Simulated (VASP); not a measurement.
A run of VASP 6.6.1 is set up as follows.

File INCAR:

```
PREC = Accurate
ENCUT = 520
EDIFF = 1E-7
ISMEAR = -1
SIGMA = 0.02
LREAL = False
LASPH = True
NELM = 150
ALGO = Normal
ISIF = 2
LWAVE = False
LCHARG = True
LMAXMIX = 4
LDAU = True
LDAUTYPE = 2
LDAUL = -1 2 -1
LDAUU = 0 1 0
LDAUJ = 0 0 0
LDAUPRINT = 1
GGA = PE
LELF = True
LVHAR = True
NBANDS = 28
```

KPOINTS

```
regular mesh
0
Gamma
  6 6 6
```

The input POSCAR:

```
BaTiO3
1.0
    3.9998000000      0.0000000000      0.0000000000
    0.0000000000      3.9998000000      0.0000000000
    0.0000000000      0.0000000000      4.0180000000
Ba Ti O
1 1 3
Direct
    0.0000000000      0.0000000000      0.0000000000
    0.5000000000      0.5000000000      0.4900000000
    0.5000000000      0.5000000000      0.0190000000
    0.5000000000      0.0000000000      0.5170000000
    0.0000000000      0.5000000000      0.5170000000
```

Potentials or basis: VASP PAW PBE potentials, release 64 (Ba_sv, Ti_sv, O).

Run with:

```bash
$ cat potpaw_PBE.64/Ba_sv/POTCAR potpaw_PBE.64/Ti_sv/POTCAR potpaw_PBE.64/O/POTCAR > POTCAR
$ mpirun -np 1 vasp_std > vasp.out
```

(1) Estimate the largest force.

(2) What does it give for the band gap on the k mesh?

Answers

(1) 0.140 eV/Å.

(2) 1.88 eV, indirect (least direct gap 2.18 eV).

Caveat: spin-orbit coupling is left out, which moves the levels of the heavy elements.
